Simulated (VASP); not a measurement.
# Mg in VASP: notebook

Runs on Mg. Level: PBEsol. Tasks: single point, relaxation of the atoms.

Everything below comes from runs of VASP 6.6.1. Logs are shortened: lines on timing, memory, paths and dates and some standing lists are left out, and cuts for length are marked.

**1. The cell of the first run**

The cell holds a slab with vacuum, 4 atoms: a = 3.188 Å, b = 5.108 Å, c = 17.681 Å, α = 90.00°, β = 90.00°, γ = 90.00°.

**2. Single point, PBEsol**

INCAR reads:

```
SYSTEM = Mg
PREC = Accurate
ENCUT = 520
EDIFF = 1E-7
ISMEAR = 0
SIGMA = 0.1
LREAL = .False.
LASPH = .True.
NELM = 80
ALGO = Normal
ISIF = 2
LWAVE = .False.
LCHARG = .False.
LDIPOL = .True.
IDIPOL = 3
DIPOL = 0.5 0.5 0.501
GGA = PS
NBANDS = 12
```

KPOINTS reads:

```
regular mesh
0
Gamma
  9 6 1
  0 0 0
```

POSCAR reads:

```
Mg
1.0
    3.1881999939      0.0000000000      0.0000000000
    0.0000000000      5.1084658709      0.0000000000
    0.0000000000      0.0000000000     17.6814162494
Mg
4
Direct
    0.0000000000      0.7500000000      0.3958958887
    0.5000000000      0.2500000000      0.4479479444
    0.5000000000      0.7500000000      0.5566967022
    0.0000000000      0.2500000000      0.6015266324
```

Potentials or basis: VASP PAW PBE potentials, release 64 (Mg).

Command:

```sh
$ cat potpaw_PBE.64/Mg/POTCAR > POTCAR
$ mpirun -np 1 vasp_std > vasp.out
```

OUTCAR:

```text
SYSTEM = Mg
   PREC = Accurate
   ENCUT = 520
   EDIFF = 1E-7
   ISMEAR = 0
   LREAL = .False.
   LASPH = .True.
   NELM = 80
   ISIF = 2
   GGA = PS

 ion  position               nearest neighbor table
   1  0.000  0.750  0.396-   2 3.15   2 3.15   2 3.15   2 3.15   3 3.26   3 3.26
   2  0.500  0.250  0.448-   1 3.15   1 3.15   1 3.15   1 3.15   4 3.15   4 3.15   3 3.20   3 3.20

   3  0.500  0.750  0.557-   4 3.11   4 3.11   4 3.11   4 3.11   2 3.20   2 3.20   1 3.26   1 3.26

   4  0.000  0.250  0.602-   3 3.11   3 3.11   3 3.11   3 3.11   2 3.15   2 3.15

  LATTYP: Found a simple orthorhombic cell.
 ALAT       =     3.1881999939
 B/A-ratio  =     1.6023040840
 C/A-ratio  =     5.5458930692

  Lattice vectors:

 A1 = (   3.1881999939,   0.0000000000,   0.0000000000)
 A2 = (   0.0000000000,   5.1084658709,   0.0000000000)
 A3 = (   0.0000000000,   0.0000000000,  17.6814162494)

Analysis of symmetry for initial positions (statically):
=====================================================================
 Subroutine PRICEL returns:
 Original cell was already a primitive cell.

 Routine SETGRP: Setting up the symmetry group for a
 simple orthorhombic supercell.

 Subroutine GETGRP returns: Found  4 space group operations
 (whereof  2 operations were pure point group operations)
 out of a pool of  8 trial point group operations.

The static configuration has the point symmetry C_1h.
 The point group associated with its full space group is C_2v.

Analysis of symmetry for dynamics (positions and initial velocities):
=====================================================================
 Subroutine PRICEL returns:
 Original cell was already a primitive cell.

 Routine SETGRP: Setting up the symmetry group for a
 simple orthorhombic supercell.

 Subroutine GETGRP returns: Found  4 space group operations
 (whereof  2 operations were pure point group operations)
 out of a pool of  8 trial point group operations.

The dynamic configuration has the point symmetry C_1h.
 The point group associated with its full space group is C_2v.

 Subroutine INISYM returns: Found  4 space group operations
 (whereof  2 operations are pure point group operations),
 and found     1 'primitive' translations

----------------------------------------------------------------------------------------

                                     Primitive cell

  volume of cell :     287.9739

  direct lattice vectors                    reciprocal lattice vectors
     3.188199994  0.000000000  0.000000000     0.313656609  0.000000000  0.000000000
     0.000000000  5.108465871  0.000000000     0.000000000  0.195753486  0.000000000
     0.000000000  0.000000000 17.681416249     0.000000000  0.000000000  0.056556556

  length of vectors
     3.188199994  5.108465871 17.681416249     0.313656609  0.195753486  0.056556556

  position of ions in fractional coordinates (direct lattice)
     0.000000000  0.750000000  0.395895889
     0.500000000  0.250000000  0.447947944
     0.500000000  0.750000000  0.556696702
     0.000000000  0.250000000  0.601526632

  ion indices of the primitive-cell ions
   primitive index   ion index
                 1           1
                 2           2
                 3           3
                 4           4

----------------------------------------------------------------------------------------

 KPOINTS: regular mesh

Automatic generation of k-mesh.
 Grid dimensions read from file:
 generate k-points for:    9    6    1

 Generating k-lattice:

  Cartesian coordinates                     Fractional coordinates (reciprocal lattice)
     0.034850734  0.000000000  0.000000000     0.111111111  0.000000000  0.000000000
     0.000000000  0.032625581  0.000000000     0.000000000  0.166666667  0.000000000
     0.000000000  0.000000000  0.056556556     0.000000000  0.000000000  1.000000000

  Length of vectors
     0.034850734  0.032625581  0.056556556

  Shift w.r.t. Gamma in fractional coordinates (k-lattice)
     0.000000000  0.000000000  0.000000000

 Subroutine IBZKPT returns following result:
 ===========================================

 Found     20 irreducible k-points:

 Following reciprocal coordinates:
            Coordinates               Weight
  0.000000  0.000000  0.000000      1.000000
  0.111111  0.000000  0.000000      2.000000
  0.222222  0.000000  0.000000      2.000000
  0.333333  0.000000  0.000000      2.000000
  0.444444  0.000000  0.000000      2.000000
  0.000000  0.166667  0.000000      2.000000
[... 12 lines left out ...]
  0.333333  0.500000  0.000000      2.000000
  0.444444  0.500000  0.000000      2.000000
   k-points           NKPTS =     20   k-points in BZ     NKDIM =     20   number of bands    NBANDS=     12
   number of dos      NEDOS =    301   number of ions     NIONS =      4
   total plane-waves  NPLWV = 134400
   dimension x,y,z NGX =    24 NGY =   40 NGZ =  140
   dimension x,y,z NGXF=    48 NGYF=   80 NGZF=  280
   ions per type =               4
   NGX,Y,Z   is equivalent  to a cutoff of  12.51, 13.02, 13.16 a.u.
   NGXF,Y,Z  is equivalent  to a cutoff of  25.03, 26.03, 26.33 a.u.
 SYSTEM =  Mg
   PREC   = accura    normal or accurate (medium, high low for compatibility)
   ISTART =      0    job   : 0-new  1-cont  2-samecut
   ICHARG =      2    charge: 1-file 2-atom 10-const
   ISPIN  =      1    spin polarized calculation?
   LNONCOLLINEAR =      F non collinear calculations
   LSORBIT =      F    spin-orbit coupling
   LASPH  =      T    aspherical Exc in radial PAW
   ENCUT  =  520.0 eV  38.22 Ry    6.18 a.u.   5.93  9.50 32.88*2*pi/ulx,y,z
   NELM   =     80;   NELMIN=  2; NELMDL= -5     # of ELM steps
   EDIFF  = 0.1E-06   stopping-criterion for ELM
   LREAL  =      F    real-space projection
   EDIFFG = 0.1E-05   stopping-criterion for IOM
   NSW    =      0    number of steps for IOM
   IBRION =     -1    ionic relax: 0-MD 1-quasi-New 2-CG
   NFREE  =      0    steps in history (QN), initial steepest desc. (CG)
   ISIF   =      2    stress and relaxation
   ISYM   =      2    0-nonsym 1-usesym 2-fastsym
   POTIM  = 0.5000    time-step for ionic-motion
   TEBEG  =    0.0;   TEEND  =   0.0 temperature during run
   PSTRESS=    0.0 pullay stress
   NELECT =       8.0000    total number of electrons
   NUPDOWN=      -1.0000    fix difference up-down
   EMIN   =  10.00;   EMAX   =-10.00  energy-range for DOS
   EFERMI =   0.00;   METHOD = LEGACY
   ISMEAR =     0;   SIGMA  =   0.10  broadening in eV -4-tet -1-fermi 0-gaus
   EFERMI_NEDOS =   21; number of points for ismear=-14 and -15
   IALGO  =     38    algorithm
   IMIX   =      4    mixing-type and parameters
     AMIX     =   0.40;   BMIX     =  1.00
     AMIX_MAG =   1.60;   BMIX_MAG =  1.00
  volume/ion in A,a.u.               =      71.99       485.84
  Fermi-wavevector in a.u.,A,eV,Ry     =   0.495816  0.936956  3.344767  0.245833
  Thomas-Fermi vector in A             =   1.501461
   LORBIT       =      0    0 simple, 1 ext, 2 COOP (PROOUT), +10 PAW based schemes
   GGA     = PS    functional components
   LHFCALC =     F    Hartree Fock is set to
   AEXX    =    0.0000 exact exchange contribution
   IVDW    =     0    specifies the selected vdW correction
   LEPSILON=     F    determine dielectric tensor
   LRPA    =     F    only Hartree local field effects (RPA)
 non-spin polarized calculation
 Gauss-broadening in eV      SIGMA  =   0.10
  energy-cutoff  :      520.00
  volume of cell :      287.97
 maximum number of plane-waves:      7804
 NGX is ok and might be reduce to    24
   NGX = 11   NGY = 19   NGZ = 65

 dipolmoment           0.000000      0.000000     -0.004146 electrons x Angstroem

 number of electron       8.0000000 magnetization

 dipolmoment           0.000000      0.000000      0.001877 electrons x Angstroem

 Free energy of the ion-electron system (eV)
  ---------------------------------------------------
  ext. energy  EPLUGINS =         0.00000000
  ---------------------------------------------------
  free energy    TOTEN  =        -5.45857980 eV

  energy without entropy =       -5.44759092  energy(sigma->0) =       -5.45308536

 E-fermi :  -1.5346     XC(G=0):  -3.7020

 val. band max:       -1.6147803888   @ k =   0.1111   0.0000   0.0000
 cond. band min:      -1.5259659455   @ k =   0.1111   0.1667   0.0000
 fundamental gap:      0.0888144432
 Fermi energy:        -1.5346299519

 k-point     1 :       0.0000    0.0000    0.0000
  band No.  band energies     occupation
      1      -7.7922      2.00000
      2      -5.6255      2.00000
      3      -2.7704      2.00000
      4      -2.5039      2.00000
      5      -1.7877      1.99965
      6      -0.5106      0.00000
      7      -0.2115      0.00000
      8       0.4768      0.00000
      9       1.5331      0.00000
     10       2.5335      0.00000
     11       2.7064      0.00000
     12       2.8629      0.00000

 k-point     2 :       0.1111    0.0000    0.0000
  band No.  band energies     occupation
      1      -7.6100      2.00000
      2      -5.4445      2.00000
      3      -2.5956      2.00000
      4      -2.3372      2.00000
      5      -1.6148      1.74299
      6      -0.3449      0.00000
      7      -0.0378      0.00000
      8       0.6005      0.00000
      9       1.7038      0.00000
     10       2.7082      0.00000
     11       2.8812      0.00000
     12       2.9709      0.00000
[... 241 lines left out ...]
 k-point    19 :       0.3333    0.5000    0.0000
  band No.  band energies     occupation
      1      -4.8136      2.00000
      2      -4.7407      2.00000
      3      -2.6336      2.00000
      4      -2.5971      2.00000
      5      -0.0548      0.00000
      6       0.0181      0.00000
      7       0.1313      0.00000
      8       0.1632      0.00000
      9       2.0687      0.00000
     10       2.1170      0.00000
     11       3.0769      0.00000
     12       3.1587      0.00000

 k-point    20 :       0.4444    0.5000    0.0000
  band No.  band energies     occupation
      1      -3.6000      2.00000
      2      -3.5242      2.00000
      3      -2.1627      2.00000
      4      -2.1018      2.00000
      5      -1.1580      0.00000
      6      -1.1241      0.00000
      7       0.2442      0.00000
      8       0.2902      0.00000
      9       1.3357      0.00000
     10       1.3623      0.00000
     11       2.8651      0.00000
     12       2.8958      0.00000

------------------------ aborting loop because EDIFF is reached ----------------------------------------

 vacuum level on the upper side and lower side of the slab       (xc-potential included)        -0.165        -0.230

  FORCE on cell =-STRESS in cart. coord.  units (eV):
  Direction    XX          YY          ZZ          XY          YZ          ZX
  --------------------------------------------------------------------------------------
  -------------------------------------------------------------------------------------
  Total       -2.5008649     -0.0692961     -0.1548199      0.0000000      0.0000000      0.0000000
  in kB      -13.9138626     -0.3855374     -0.8613591      0.0000000      0.0000000      0.0000000
  external PRESSURE =      -5.0535864 kB  Pullay stress =       0.0000000 kB

 VOLUME and BASIS-vectors are now :
 -----------------------------------------------------------------------------
  energy-cutoff  :      520.00
  volume of cell :      287.97
      direct lattice vectors                 reciprocal lattice vectors
     3.188199994  0.000000000  0.000000000     0.313656609  0.000000000  0.000000000
     0.000000000  5.108465871  0.000000000     0.000000000  0.195753486  0.000000000
     0.000000000  0.000000000 17.681416249     0.000000000  0.000000000  0.056556556

 POSITION                                       TOTAL-FORCE (eV/Angst)
 -----------------------------------------------------------------------------------
      0.00000      3.83135      7.00000         0.000000      0.000000      0.154324
      1.59410      1.27712      7.92035         0.000000      0.000000     -0.151308
      1.59410      3.83135      9.84319         0.000000      0.000000      0.002419
      0.00000      1.27712     10.63584         0.000000      0.000000     -0.005435
 -----------------------------------------------------------------------------------
    total drift:                                0.000000     -0.000000      0.000003

  FREE ENERGIE OF THE ION-ELECTRON SYSTEM (eV)
  ---------------------------------------------------
  free  energy   TOTEN  =        -5.4585797970 eV

  energy  without entropy=       -5.4475909189  energy(sigma->0) =       -5.45308536

 vacuum level on the upper side and lower side of the slab         1.939         1.875
```

Wall time 78 s (1 thread of Intel Xeon Platinum 8488C (Sapphire Rapids), shared host); peak memory 0.35 GiB.

What came out:

```
Free energy            : -5.4586 eV
Largest force          : 0.154 eV/Å
Band gap on the k mesh : zero (bands 4 and 5 overlap by 0.94 eV)
```

Forces in eV/Å, atoms in the order of the input:
```
Mg   0.000  0.000  0.154
Mg   0.000  0.000 -0.151
Mg   0.000  0.000  0.002
Mg   0.000  0.000 -0.005
```

Caveat: the PAW data sets were made with another functional, which shifts forces and pressure a little.

**3. Relaxation of the atoms, PBEsol**

INCAR reads:

```
ALGO = Normal ; DIPOL = 0.5 0.5 0.500
EDIFF = 1E-6 ; EDIFFG = -0.03
ENCUT = 520 ; GGA = PS
IBRION = 2 ; IDIPOL = 3
ISIF = 2 ; ISMEAR = 0
LASPH = True ; LCHARG = False
LDIPOL = True ; LREAL = False
LWAVE = False ; NELM = 100
NSW = 70 ; PREC = Accurate
SIGMA = 0.1
```

KPOINTS reads:

```
k-points
0
Gamma
  9 6 1
```

POSCAR reads:

```
Mg
1.0
    3.1881999939      0.0000000000      0.0000000000
    0.0000000000      5.1084658709      0.0000000000
    0.0000000000      0.0000000000     17.6814162494
Mg
4
Selective dynamics
Direct
    0.0000000000      0.7500000000      0.3958958887  F F F
    0.5000000000      0.2500000000      0.4479479444  F F F
    0.5000000000      0.7500000000      0.5520520556  T T T
    0.0000000000      0.2500000000      0.6041041113  T T T
```

Potentials or basis: VASP PAW PBE potentials, release 64 (Mg).

Command:

```sh
$ cat potpaw_PBE.64/Mg/POTCAR > POTCAR
$ mpirun -np 1 vasp_std > vasp.out
```

It took 1.8 min on 1 thread of Intel Xeon Platinum 8488C (Sapphire Rapids), shared host; peak memory 0.38 GiB.

Results (log left out):

| Quantity | Value |
| --- | --- |
| Free energy | -5.4583 eV |
| Energy gained by relaxing | 1.8 meV/atom |
| Ionic steps | 4 |
| Band gap on the k mesh | zero (bands 4 and 5 overlap by 0.94 eV) |

Step by step:
```
step  energy change (eV)  largest force on free atoms (eV/Å)  pressure (GPa)
   1              0.0000                              0.1280           -0.52
   2             -0.0012                              0.1172           -0.52
   3             -0.0041                              0.0858           -0.51
   4             -0.0072                              0.0275           -0.50
```

Final structure:
```cif
data_structure
_symmetry_space_group_name_H-M 'P 1'
_symmetry_Int_Tables_number 1
_cell_length_a 3.1882
_cell_length_b 5.1085
_cell_length_c 17.6814
_cell_angle_alpha 90.000
_cell_angle_beta 90.000
_cell_angle_gamma 90.000
_cell_volume 287.97
loop_
_atom_site_label
_atom_site_type_symbol
_atom_site_fract_x
_atom_site_fract_y
_atom_site_fract_z
_atom_site_occupancy
Mg1 Mg 0.00000 0.75000 0.39590 1
Mg2 Mg 0.50000 0.25000 0.44795 1
Mg3 Mg 0.50000 0.75000 0.55555 1
Mg4 Mg 0.00000 0.25000 0.60152 1
```

Levels at points of the mesh, in eV from the Fermi level:
```csv
k point,band 2,band 3,band 4,band 5,band 6,band 7
"(0.00, 0.00, 0.00)",-4.09,-1.23,-0.98,-0.26,1.03,1.32
"(0.00, 0.50, 0.00)",-4.82,-2.66,-2.62,0.12,0.14,2.97
```

Caveat: the PAW data sets were made with another functional, which shifts forces and pressure a little.
